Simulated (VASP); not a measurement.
# Na3Zn2N (P6/mmm) in VASP: notebook, part 2 of 2

VASP 6.6.1.

## Step 3: Relaxation of cell and atoms, PBE

This run uses another cell than the first one, of 17.95 Å³/atom.

Contents of INCAR:

```
SYSTEM = Na3Zn2N
ALGO = Normal
EDIFF = 1E-6
EDIFFG = -0.04
ENCUT = 600
GGA = PE
IBRION = 2
ISIF = 3
ISMEAR = 0
LASPH = .True.
LCHARG = .False.
LREAL = .False.
LWAVE = .False.
NELM = 60
NSW = 90
PREC = Accurate
SIGMA = 0.1
```

Contents of KPOINTS:

```
k-points
0
Gamma
  6 6 4
  0 0 0
```

Contents of POSCAR:

```
Na3Zn2N
1.0
    4.1697889400      0.0000000000      0.0000000000
   -2.0848944700      3.6111431500      0.0000000000
    0.0000000000      0.0000000000      7.1521727600
Na Zn N
3 2 1
Direct
    0.0000000000      0.0000000000      0.5000000000
    0.3333333300      0.6666666700      0.0000000000
    0.6666666700      0.3333333300      0.0000000000
    0.0000000000      0.0000000000      0.7887114500
    0.0000000000      0.0000000000      0.2112885500
    0.0000000000      0.0000000000      0.0000000000
```

Potentials or basis: VASP PAW PBE potentials, release 64 (Na_pv, Zn, N).

The run is started by

```sh
$ cat potpaw_PBE.64/Na_pv/POTCAR potpaw_PBE.64/Zn/POTCAR potpaw_PBE.64/N/POTCAR > POTCAR
$ mpirun -np 1 vasp_std > vasp.out
```

OUTCAR:

```text
SYSTEM = Na3Zn2N
   EDIFF = 1E-6
   EDIFFG = -0.04
   ENCUT = 600
   GGA = PE
   IBRION = 2
   ISIF = 3
   ISMEAR = 0
   LASPH = .True.
   LREAL = .False.
   NELM = 60
   NSW = 90
   PREC = Accurate

 ion  position               nearest neighbor table
   1  0.000  0.000  0.500-   4 2.06   5 2.06
   2  0.333  0.667  0.000-   3 2.41   3 2.41   3 2.41   5 2.84   4 2.84   5 2.84   4 2.84   5 2.84
                             4 2.84
   3  0.667  0.333  0.000-   2 2.41   2 2.41   2 2.41   5 2.84   4 2.84   4 2.84   5 2.84   4 2.84
                             5 2.84
   4  0.000  0.000  0.789-   6 1.51   1 2.06   3 2.84   2 2.84   2 2.84   3 2.84   3 2.84   2 2.84
                             5 3.02
   5  0.000  0.000  0.211-   6 1.51   1 2.06   3 2.84   2 2.84   2 2.84   3 2.84   3 2.84   2 2.84
                             4 3.02
   6  0.000  0.000  0.000-   4 1.51   5 1.51

  LATTYP: Found a hexagonal cell.
 ALAT       =     4.1697889400
 C/A-ratio  =     1.7152361577

  Lattice vectors:

 A1 = (   4.1697889400,   0.0000000000,   0.0000000000)
 A2 = (  -2.0848944700,   3.6111431500,   0.0000000000)
 A3 = (   0.0000000000,   0.0000000000,   7.1521727600)

Analysis of symmetry for initial positions (statically):
=====================================================================
 Subroutine PRICEL returns:
 Original cell was already a primitive cell.

 Routine SETGRP: Setting up the symmetry group for a
 hexagonal supercell.

 Subroutine GETGRP returns: Found 24 space group operations
[... 284 lines left out ...]
  ---------------------------------------------------
  free  energy   TOTEN  =        -9.6043046209 eV

  energy  without entropy=       -9.5878546528  energy(sigma->0) =       -9.59607964

 E-fermi :  -0.1182     XC(G=0):  -7.0887

 val. band max:       -0.1326769912   @ k =   0.3333   0.1667   0.0000
 cond. band min:      -0.1116917169   @ k =   0.5000   0.0000   0.0000
 fundamental gap:      0.0209852743
 Fermi energy:        -0.1181555743

 k-point     1 :       0.0000    0.0000    0.0000
  band No.  band energies     occupation
      1     -25.3211      2.00000
      2     -25.2323      2.00000
      3     -25.2323      2.00000
      4     -23.7383      2.00000
      5     -23.7383      2.00000
      6     -23.6627      2.00000
[... 682 lines left out ...]
     29       1.3533      0.00000
     30       3.4697      0.00000

[... ionic steps 4 to 13 ...]

--------------------------------------- Ionic step       14  -------------------------------------------

 number of electron      49.9999933 magnetization

------------------------ aborting loop because EDIFF is reached ----------------------------------------
[... 75 lines left out ...]
--------------------------------------- Ionic step       16  -------------------------------------------

 number of electron      49.9999932 magnetization

 Free energy of the ion-electron system (eV)
  ---------------------------------------------------
  ext. energy  EPLUGINS =         0.00000000
  ---------------------------------------------------
  free energy    TOTEN  =       -13.04791229 eV

  energy without entropy =      -13.04225667  energy(sigma->0) =      -13.04508448

 E-fermi :   0.3130     XC(G=0):  -7.1546

 val. band max:        0.3060447772   @ k =   0.3333   0.3333   0.2500
 cond. band min:       0.3676873966   @ k =   0.5000   0.0000   0.0000
 fundamental gap:      0.0616426193
 Fermi energy:         0.3130421227

 k-point     1 :       0.0000    0.0000    0.0000
  band No.  band energies     occupation
      1     -24.9315      2.00000
      2     -24.9315      2.00000
      3     -24.8390      2.00000
      4     -24.7468      2.00000
      5     -24.6443      2.00000
      6     -24.6443      2.00000
[... 715 lines left out ...]
  FREE ENERGIE OF THE ION-ELECTRON SYSTEM (eV)
  ---------------------------------------------------
  free  energy   TOTEN  =       -13.0479122878 eV

  energy  without entropy=      -13.0422566735  energy(sigma->0) =      -13.04508448

 reached required accuracy - stopping structural energy minimisation
```

CONTCAR:

```text
Na3Zn2N
   1.00000000000000
     4.5081761248949022   -0.0000000000000000    0.0000000000000000
    -2.2540880624474511    3.9041950483157302   -0.0000000000000000
    -0.0000000000000000   -0.0000000000000000    9.5332940158251525
  Na              Zn              N
     3     2     1
Direct
     0.0000000000000000    0.0000000000000000    0.5000000000000000
     0.3333333300000021    0.6666666699999979    0.0000000000000000
     0.6666666699999979    0.3333333300000021    0.0000000000000000
     0.0000000000000000    0.0000000000000000    0.7965228731408368
     0.0000000000000000    0.0000000000000000    0.2034771268591633
     0.0000000000000000    0.0000000000000000    1.0000000000000000

  0.00000000E+00  0.00000000E+00  0.00000000E+00
  0.00000000E+00  0.00000000E+00  0.00000000E+00
  0.00000000E+00  0.00000000E+00  0.00000000E+00
  0.00000000E+00  0.00000000E+00  0.00000000E+00
  0.00000000E+00  0.00000000E+00  0.00000000E+00
  0.00000000E+00  0.00000000E+00  0.00000000E+00
```

Wall time 23 min (1 thread of Oxide Virtual Turin-like, shared host); peak memory 0.28 GiB.

What came out:

```
Free energy                           : -13.0479 eV
Relaxed volume                        : 27.97 Å³/atom
Relaxed cell                          : a = 4.508 Å, b = 4.508 Å, c = 9.533 Å, α = 90.00°, β = 90.00°, γ = 120.00°
Space group after relaxing (to 0.1 Å) : P6/mmm (No. 191)
Energy gained by relaxing             : 1290.7 meV/atom
Ionic steps                           : 16
Pressure after relaxing               : 0.1 GPa
Largest force after relaxing          : 0.006 eV/Å
Band gap on the k mesh                : zero (bands 25 and 26 overlap by 0.38 eV)
```

Forces on the atoms (eV/Å):
```
Na   0.000  0.000  0.000
Na   0.000  0.000  0.000
Na   0.000  0.000  0.000
Zn   0.000  0.000 -0.006
Zn   0.000  0.000  0.006
N    0.000  0.000  0.000
```

Step by step:
```csv
step,energy change (eV),largest force (eV/Å),pressure (GPa),volume (Å³)
1,0.0000,11.0950,40.09,107.70
2,-4.1597,2.5358,-0.64,183.91
3,-4.3009,2.7035,-0.34,179.62
4,-4.4206,2.8681,-0.05,175.90
5,-5.2495,4.8539,4.45,140.52
6,-6.7579,2.1290,-0.39,157.26
7,-6.8812,1.6342,-1.35,163.56
8,-7.3356,1.4710,-0.65,159.36
9,-7.5746,0.4079,3.06,151.43
10,-7.6242,0.7857,0.95,154.73
11,-7.6409,0.5032,1.53,153.71
12,-7.6412,0.4269,1.63,153.47
13,-7.7137,0.0113,1.10,159.55
14,-7.7316,0.3111,0.79,164.66
15,-7.7395,0.1611,-0.31,169.83
16,-7.7445,0.0064,0.06,167.79
```

Final structure:
```yaml
crystal:
  lattice:
    - [4.50818, 0.00000, 0.00000]
    - [-2.25409, 3.90420, 0.00000]
    - [0.00000, 0.00000, 9.53329]
  atoms:
    - { symbol: Na, position: [0.00000, 0.00000, 0.50000] }
    - { symbol: Na, position: [0.33333, 0.66667, 0.00000] }
    - { symbol: Na, position: [0.66667, 0.33333, 0.00000] }
    - { symbol: Zn, position: [0.00000, 0.00000, 0.79652] }
    - { symbol: Zn, position: [0.00000, 0.00000, 0.20348] }
    - { symbol: N, position: [0.00000, 0.00000, 0.00000] }
```

Levels at points of the mesh, in eV from the Fermi level:
```tsv
k point	band 23	band 24	band 25	band 26	band 27	band 28
(0.00, 0.00, 0.00)	-2.06	-2.06	-0.87	0.28	3.18	4.38
(0.50, 0.00, 0.00)	-2.20	-1.90	0.05	0.15	0.77	2.60
(0.00, 0.00, 0.50)	-2.06	-2.06	-1.77	1.64	2.05	4.51
(0.50, 0.00, 0.50)	-2.20	-1.59	-0.55	-0.13	1.29	2.98
```

Caveat: the volume moved by over 15 % at a fixed basis, so the end points are rough.

## Step 4: Single point, PBE

This run uses another cell than the first one, of 28.93 Å³/atom.

Contents of INCAR:

```
SYSTEM = Na3Zn2N
PREC = Accurate ; ENCUT = 520
EDIFF = 1E-6 ; ISMEAR = 0
SIGMA = 0.1 ; LREAL = .FALSE.
LASPH = .TRUE. ; NELM = 100
ALGO = Fast ; ISIF = 2
LWAVE = .FALSE. ; LCHARG = .FALSE.
GGA = PE ; NBANDS = 34
```

Contents of KPOINTS:

```
regular mesh
0
G
  12 12 4
  0 0 0
```

Contents of POSCAR:

```
Na3Zn2N
1.0
    4.5703363779      0.0000000000      0.0000000000
   -2.2851681889      3.9580274071      0.0000000000
    0.0000000000      0.0000000000      9.5968200930
Na Zn N
3 2 1
Direct
    0.0000000000      0.0000000000      0.5000000000
    0.3333333333      0.6666666667      0.0000000000
    0.6666666667      0.3333333333      0.0000000000
    0.0000000000      0.0000000000      0.7981641453
    0.0000000000      0.0000000000      0.2018358547
    0.0000000000      0.0000000000      0.0000000000
```

The run is started by

```sh
$ cat potpaw_PBE.64/Na_pv/POTCAR potpaw_PBE.64/Zn/POTCAR potpaw_PBE.64/N/POTCAR > POTCAR
$ mpirun -np 1 vasp_std > vasp.out
```

Run time: 7.2 min. Hardware: 1 thread of Oxide Virtual Turin-like, shared host; peak memory 0.44 GiB.

It converged, with:

```
Free energy            : -13.1218 eV
Pressure               : 0.1 GPa
Largest force          : 0.065 eV/Å
Band gap on the k mesh : zero (bands 25 and 26 overlap by 0.31 eV)
```

Forces on the atoms (eV/Å):
```
Na   0.000  0.000  0.000
Na   0.000  0.000  0.000
Na   0.000  0.000  0.000
Zn   0.000  0.000 -0.065
Zn   0.000  0.000  0.065
N    0.000  0.000  0.000
```

Stress tensor (GPa, compression positive):
```
0.03 0.00 0.00
0.00 0.03 0.00
0.00 0.00 0.27
```

Levels at points of the mesh, in eV from the Fermi level:
```tsv
k point	band 22	band 23	band 24	band 25	band 26	band 27	band 28	band 29
(0.00, 0.00, 0.00)	-3.38	-2.12	-2.12	-0.92	0.17	2.95	4.22	4.40
(0.50, 0.00, 0.00)	-3.31	-2.27	-1.96	-0.03	0.11	0.72	2.43	3.11
(0.00, 0.00, 0.50)	-3.03	-2.12	-2.12	-1.79	1.46	1.94	4.31	4.31
(0.50, 0.00, 0.50)	-3.30	-2.27	-1.67	-0.61	-0.16	1.23	2.88	3.02
```

## Step 5: Single point, PBE, collinear spin, ferromagnetic start

This run uses another cell than the first one, of 17.95 Å³/atom.

Contents of INCAR:

```
SYSTEM = Na3Zn2N
PREC     = Accurate       ! precision mode
ENCUT    = 520            ! plane-wave cutoff, eV
EDIFF    = 1E-6           ! SCF threshold, eV
ISMEAR   = 0              ! smearing method
SIGMA    = 0.1            ! smearing width, eV
LREAL    = .False.        ! projectors in reciprocal space
LASPH    = .True.         ! aspherical terms in the spheres
NELM     = 150            ! most SCF steps
ALGO     = Normal         ! electronic algorithm
ISIF     = 2              ! what is computed and relaxed
LWAVE    = .False.        ! write WAVECAR
LCHARG   = .False.        ! write CHGCAR
ISPIN    = 2              ! spin polarisation
MAGMOM   = 0 0 0 0 0 1    ! initial moments
LORBIT   = 11             ! projections on sites
GGA      = PE             ! functional
NBANDS   = 38             ! bands
```

Contents of KPOINTS:

```
Automatic mesh
0
Gamma
  6 6 4
  0 0 0
```

Contents of POSCAR:

```
Na3Zn2N
1.0
    4.1697889400      0.0000000000      0.0000000000
   -2.0848944700      3.6111431500      0.0000000000
    0.0000000000      0.0000000000      7.1521727600
Na Zn N
3 2 1
Direct
    0.0000000000      0.0000000000      0.5000000000
    0.3333333300      0.6666666700      0.0000000000
    0.6666666700      0.3333333300      0.0000000000
    0.0000000000      0.0000000000      0.7887114500
    0.0000000000      0.0000000000      0.2112885500
    0.0000000000      0.0000000000      0.0000000000
```

The run is started by

```sh
$ cat potpaw_PBE.64/Na_pv/POTCAR potpaw_PBE.64/Zn/POTCAR potpaw_PBE.64/N/POTCAR > POTCAR
$ mpirun -np 1 vasp_std > vasp.out
```

Wall time 3.4 min (1 thread of Oxide Virtual Turin-like, shared host); peak memory 0.3 GiB.

Results (log left out):

* Free energy: -5.3018 eV
* Pressure: 40.1 GPa
* Largest force: 11.103 eV/Å
* Band gap on the k mesh: zero (filled and empty bands overlap)
* Net moment: 0.00 μB per cell
* Valence electrons inside the program's atomic spheres: Na 6.25, 6.13 (each value once); Zn 11.52; N 3.99

Forces on the atoms (eV/Å):
```
Na    0.000   0.000   0.000
Na    0.000   0.000   0.000
Na    0.000   0.000   0.000
Zn    0.000   0.000 -11.103
Zn    0.000   0.000  11.103
N     0.000   0.000   0.000
```

Stress tensor (GPa, compression positive):
```
  9.04   0.00   0.00
  0.00   9.04   0.00
  0.00   0.00 102.16
```

Levels at points of the mesh, in eV from the Fermi level:
Spin up:
| k point | band 23 | band 24 | band 25 | band 26 | band 27 | band 28 |
| --- | --- | --- | --- | --- | --- | --- |
| (0.00, 0.00, 0.00) | -3.37 | -3.37 | -0.16 | 1.95 | 4.74 | 4.74 |
| (0.50, 0.00, 0.00) | -3.48 | -1.96 | -0.28 | 0.50 | 1.11 | 3.14 |
| (0.00, 0.00, 0.50) | -3.38 | -2.59 | -2.01 | 3.56 | 4.52 | 4.52 |
| (0.50, 0.00, 0.50) | -3.48 | -0.95 | -0.72 | -0.52 | 1.47 | 2.82 |
Spin down:
```tsv
k point	band 23	band 24	band 25	band 26	band 27	band 28
(0.00, 0.00, 0.00)	-3.37	-3.37	-0.16	1.95	4.74	4.74
(0.50, 0.00, 0.00)	-3.48	-1.96	-0.28	0.50	1.11	3.14
(0.00, 0.00, 0.50)	-3.38	-2.59	-2.01	3.56	4.52	4.52
(0.50, 0.00, 0.50)	-3.48	-0.95	-0.72	-0.52	1.47	2.82
```

Caveat: the stress differs along the axes, from 9 to 102 GPa; forces of over 1 eV/Å act on the atoms, so gaps and moduli don't describe the material at rest.

## Step 6: Summary

| task | spin | cell | k mesh | cutoff (eV) | gap on the mesh (eV) | pressure (GPa) | largest force (eV/Å) |
| --- | --- | --- | --- | --- | --- | --- | --- |
| single point | off | a = 4.544, b = 4.544, c = 9.551 Å, angles 90.0, 90.0, 120.0°, 6 atoms, atomic positions A | 6 × 6 × 4 | 520 | none | 0.3 | 0.09 |
| relaxation of cell and atoms | off | relaxed from a = 4.170, b = 4.170, c = 7.152 Å, angles 90.0, 90.0, 120.0°, 6 atoms, atomic positions B | 6 × 6 × 4 | 600 | none | 0.1 | 0.01 |
| single point | off | a = 4.570, b = 4.570, c = 9.597 Å, angles 90.0, 90.0, 120.0°, 6 atoms, atomic positions C | 12 × 12 × 4 | 520 | none | 0.1 | 0.07 |
| single point | collinear, ferromagnetic start | a = 4.170, b = 4.170, c = 7.152 Å, angles 90.0, 90.0, 120.0°, 6 atoms, atomic positions B | 6 × 6 × 4 | 520 | none | 40.1 | 11.10 |

Alike in all rows: level PBE; potentials or basis VASP PAW PBE potentials, release 64 (Na_pv, Zn, N); smearing gaussian 0.1 eV.

Caveats: the volume moved by over 15 % at a fixed basis, so the end points are rough (at least some runs); the stress differs along the axes, from 9 to 102 GPa (at least some runs); forces of over 1 eV/Å act on the atoms, so gaps and moduli don't describe the material at rest (at least some runs).

Absolute energies hang on the potentials; compare differences alone.

The gap in the log of VASP goes by the Fermi energy; the results here count the filled bands.